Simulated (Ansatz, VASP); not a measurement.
One calculation of K2S, two programs

File INCAR:

```
PREC = Accurate
ENCUT = 500
EDIFF = 1E-6
ISMEAR = 0
SIGMA = 0.01
LREAL = False
LASPH = True
NELM = 120
ALGO = Normal
ISIF = 2
LWAVE = False
LCHARG = False
GGA = PE
NBANDS = 19
GGA_COMPAT = False
```

Contents of KPOINTS:

```
Automatic mesh
0
Gamma
  6 6 6
```

Contents of POSCAR:

```
K2S
1.0
    0.0000000000      3.6929446110      3.6929446110
    3.6929446110      0.0000000000      3.6929446110
    3.6929446110      3.6929446110      0.0000000000
K S
2 1
Direct
    0.2500000000      0.2500000000      0.2500000000
    0.7500000000      0.7500000000      0.7500000000
    0.0000000000      0.0000000000      0.0000000000
```

Input for Ansatz:

```yaml
crystal:
  lattice:
    - [0.0, 3.692944611, 3.692944611]
    - [3.692944611, 0.0, 3.692944611]
    - [3.692944611, 3.692944611, 0.0]
  atoms:
    - { symbol: K, position: [0.25, 0.25, 0.25] }
    - { symbol: K, position: [0.75, 0.75, 0.75] }
    - { symbol: S, position: [0.0, 0.0, 0.0] }
kpoints:
  mp_grid: { grid: [6, 6, 6] }
hamiltonian:
  xc: pbe
scf:
  occupations: { method: fixed }
  n_extra_bands: 4
output:
  forces: true
  stress: true
  eigenvalues: true
```

Alike in both runs: task single point; functional PBE; k mesh 6 × 6 × 6; no spin polarisation.

|  | VASP | Ansatz |
| --- | --- | --- |
| version | VASP 6.6.1 | Ansatz 0.2.0 |
| potentials or method | VASP PAW PBE potentials, release 64 (K_sv, S) | plane waves, PAW |
| plane-wave cutoff (eV) | 500 | 420 |
| occupations | gaussian, width 0.01 eV | fixed |
| valence electrons in the cell | 24 | 24 |

```tsv
	VASP	Ansatz	Ansatz less VASP
gap on the k mesh at the Fermi level (eV)	2.40	2.40	+0.001
pressure (GPa)	0.6	0.6	-0.03
```
